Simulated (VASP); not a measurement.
BaS:

```
CELL_PARAMETERS angstrom
3.83376 0.00000 0.00000
0.00000 3.83376 0.00000
0.00000 0.00000 3.83376
ATOMIC_POSITIONS crystal
Ba 0.00000 0.00000 0.00000
S 0.50000 0.50000 0.50000
```

Base run:

- Program: VASP 6.6.1
- Functional: HSE06
- Potentials or basis: VASP PAW PBE potentials, release 64 (Ba_sv, S)
- Cutoff: 520 eV
- k mesh: 4 × 4 × 4
- Occupations: gaussian, width 0.01 eV
- Spin: no spin polarisation

Its results: band gap on the k mesh 2.34 eV (least direct gap 2.46 eV); pressure 0.5 GPa.

After a change of settings the same cell gave: band gap on the k mesh 3.06 eV (least direct gap 3.20 eV); pressure 0.3 GPa. Which change was it?
A. functional from HSE06 to PBE0
B. functional from HSE06 to r2SCAN; k mesh from 4 × 4 × 4 to 6 × 6 × 6
C. functional from HSE06 to PBE
D. functional from HSE06 to r2SCAN0; further incar settings from ALGO = Normal; EDIFF = 1e-06; NBANDS = 15 to ALGO = Normal; EDIFF = 1e-07; NBANDS = 15

A.

Caveats: the PAW data sets were made with another functional, which shifts forces and pressure a little; spin-orbit coupling is left out, which moves the levels of the heavy elements.
